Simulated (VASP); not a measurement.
Runs of VASP 6.6.1 on InAs. The structure is that of space group F-43m (No. 216), or close to it. The cells are those of the table. 

| spin | cell | gap on the mesh (eV) | pressure (GPa) |
| --- | --- | --- | --- |
| off | a = 4.261, b = 4.261, c = 6.124 Å, 4 atoms | none | 0.9 |
| off | a = 4.347, b = 4.347, c = 6.051 Å, 4 atoms | - | (b) |
| off | a = 4.218, b = 4.218, c = 6.221 Å, 4 atoms | none | 1.1 |
| off | a = 4.261, b = 4.261, c = 6.154 Å, 4 atoms | none | 0.6 |
| collinear, zero start | a = 4.261, b = 4.261, c = 6.154 Å, 4 atoms | none | (a) |
| off | a = 4.347, b = 4.347, c = 6.018 Å, 4 atoms | - | -0.4 |

Alike in all rows: task single point; level PBEsol; potentials or basis VASP PAW PBE potentials, release 64 (In_d, As); k mesh 12 × 12 × 10; cutoff (eV) 520; smearing gaussian 0.1 eV.

**Question.** Estimate the missing entries.

**Answer.** (a) 0.5; (b) -0.7.

Caveats: the PAW data sets were made with another functional, which shifts forces and pressure a little; spin-orbit coupling is left out, which moves the levels of the heavy elements; semilocal functionals underestimate gaps, so a narrow gap can read as zero (at least some runs).

A k mesh can miss the band edges, and the runs leave out spin-orbit coupling on As, In.

A gap of «none» marks levels without a gap at the run's occupations.
